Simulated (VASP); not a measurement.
Here is a VASP 6.6.1 calculation.

Contents of INCAR:

```
SYSTEM = Ge2Te3O
PREC     = Accurate       ! precision mode
ENCUT    = 600            ! plane-wave cutoff, eV
EDIFF    = 1E-6           ! SCF threshold, eV
ISMEAR   = 0              ! smearing method
SIGMA    = 0.1            ! smearing width, eV
LREAL    = .FALSE.        ! projectors in reciprocal space
LASPH    = .TRUE.         ! aspherical terms in the spheres
NELM     = 100            ! most SCF steps
ALGO     = Normal         ! electronic algorithm
ISIF     = 3              ! what is computed and relaxed
LWAVE    = .FALSE.        ! write WAVECAR
LCHARG   = .FALSE.        ! write CHGCAR
GGA      = PE             ! functional
IBRION   = 2              ! ionic algorithm
NSW      = 90             ! ionic steps
EDIFFG   = -0.04          ! ionic threshold
```

Contents of KPOINTS:

```
Automatic mesh
0
G
  6 6 2
  0 0 0
```

File POSCAR:

```
Ge2Te3O
1.0
    5.0299183600      0.0000000000      0.0000000000
   -2.5149591800      4.3560370800      0.0000000000
    0.0000000000      0.0000000000      7.4978178700
Ge Te O
2 3 1
Direct
    0.0000000000      0.0000000000      0.7537976500
    0.0000000000      0.0000000000      0.2462023500
    0.5000000000      0.0000000000      0.0000000000
    0.0000000000      0.5000000000      0.0000000000
    0.5000000000      0.5000000000      0.0000000000
    0.0000000000      0.0000000000      0.5000000000
```

Potentials or basis: VASP PAW PBE potentials, release 64 (Ge_d, Te, O).

Command:

```sh
$ cat potpaw_PBE.64/Ge_d/POTCAR potpaw_PBE.64/Te/POTCAR potpaw_PBE.64/O/POTCAR > POTCAR
$ mpirun -np 1 vasp_std > vasp.out
```

Problem. What does it give for the space group after relaxing (to 0.1 Å)?

Solution. P6/mmm (No. 191).

Problem. What does it give for the band gap on the k mesh?

Solution. Zero (bands 26 and 27 overlap by 2.25 eV).

Problem. Estimate the relaxed volume.

Solution. 36.77 Å³/atom.

Step by step:
| step | energy change (eV) | largest force (eV/Å) | pressure (GPa) | volume (Å³) |
| --- | --- | --- | --- | --- |
| 1 | 0.0000 | 2.1986 | 30.96 | 164.28 |
| 2 | -6.3516 | 0.7118 | -4.62 | 313.48 |
| 3 | -8.0590 | 0.1579 | -0.81 | 241.43 |
| 4 | -8.0644 | 0.0864 | -1.35 | 246.28 |
| 5 | -8.0657 | 0.1125 | -1.18 | 244.48 |
| 6 | -8.1488 | 1.5391 | 0.29 | 235.60 |
| 7 | -8.1546 | 1.1675 | -0.02 | 237.32 |
| 8 | -8.2588 | 0.9599 | 0.00 | 232.41 |
| 9 | -8.3813 | 0.2576 | 0.45 | 217.47 |
| 10 | -8.3863 | 0.4665 | 0.34 | 220.38 |
| 11 | -8.3868 | 0.4050 | 0.32 | 219.46 |
| 12 | -8.3670 | 0.7349 | -0.65 | 222.99 |
| 13 | -8.3943 | 0.0188 | 0.01 | 220.65 |

Caveat: the k points lie up to 0.47 Å⁻¹ apart in the final cell, too coarse for converged energies and pressures of a metal; the volume moved by over 15 % at a fixed basis, so the end points are rough; spin-orbit coupling is left out, which moves the levels of the heavy elements.
